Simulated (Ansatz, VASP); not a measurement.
Given: the input of a run of VASP 6.6.1 on Ni.

INCAR

```
SYSTEM = Ni
PREC = Accurate
ENCUT = 600
EDIFF = 1E-7
ISMEAR = -1
SIGMA = 0.05
LREAL = .FALSE.
LASPH = .TRUE.
NELM = 150
ALGO = Normal
ISIF = 3
LWAVE = .FALSE.
LCHARG = .FALSE.
ISPIN = 2
MAGMOM = 1 1
LORBIT = 11
LMAXMIX = 4
GGA = PE
IVDW = 13
IBRION = 2
NSW = 60
EDIFFG = -0.01
```

Contents of KPOINTS:

```
regular mesh
0
G
  12 12 7
  0 0 0
```

POSCAR

```
Ni
1.0
    2.4480228978      0.0000000000      0.0000000000
   -1.2240114489      2.1200500186      0.0000000000
    0.0000000000      0.0000000000      4.0728075700
Ni
2
Direct
    0.6666666667      0.3333333333      0.7500000000
    0.3333333333      0.6666666667      0.2500000000
```

Potentials or basis: VASP PAW PBE potentials, release 64 (Ni).

Run with:

```sh
$ cat potpaw_PBE.64/Ni/POTCAR > POTCAR
$ mpirun -np 1 vasp_std > vasp.out
```

Q: Set up the same calculation for Ansatz 0.2.0. Potentials there: Ansatz PAW.

A: As run (the cutoff follows the program's own potentials):

input.yaml

```yaml
crystal:
  lattice:
    - [2.4480228978, 0.0, 0.0]
    - [-1.2240114489, 2.1200500186, 0.0]
    - [0.0, 0.0, 4.07280757]
  atoms:
    - { symbol: Ni, position: [0.6666666667, 0.3333333333, 0.75], spin: 1.0 }
    - { symbol: Ni, position: [0.3333333333, 0.6666666667, 0.25], spin: 1.0 }
hamiltonian:
  xc: pbe
  pseudopotentials: { kind: paw }
  dispersion: d4
magnetization:
  spin_polarized: true
kpoints:
  mp_grid: { grid: [12, 12, 7] }
scf:
  occupations: { method: fermi_dirac, width: 0.05 }
output:
  forces: true
  stress: true
  eigenvalues: true
relax:
  f_tol: 0.01
  max_steps: 40
  cell: { stress_tol: 0.05 }
```

Potentials or basis: Ansatz PAW.

Run with:

```sh
$ ansatz run input.yaml --threads 2 --pin off --max-ram 5632MiB --backend cpu --events-out ev --progress --plain --runs-dir out
```

Both were run:

|  | VASP | Ansatz | Ansatz less VASP |
| --- | --- | --- | --- |
| gap on the k mesh at the Fermi level, each at its own relaxed structure (eV) | none | none | - |
| net moment per atom (μB) | 0.64 | 0.66 | +0.016 |
| size of the moment on the site where the two differ most (μB) | 0.65 | 0.69 | +0.043 |
| relaxed volume (Å³/atom) | 10.59 | 10.60 | +0.014 |
| relaxed cell length with the largest relative difference (Å) | 2.462 | 2.464 | +0.0012 |

Site moments also hang on the region over which each program counts them. A gap of «none» marks a metal or a gap that the smearing closes. VASP's potentials hold 20 valence electrons a cell and Ansatz's 36, so a difference there can come from the potentials and not from the codes.

Noted on Ansatz's run: the plane-wave basis is chosen anew once the cell has moved, so the energies of steps on either side of that aren't comparable.
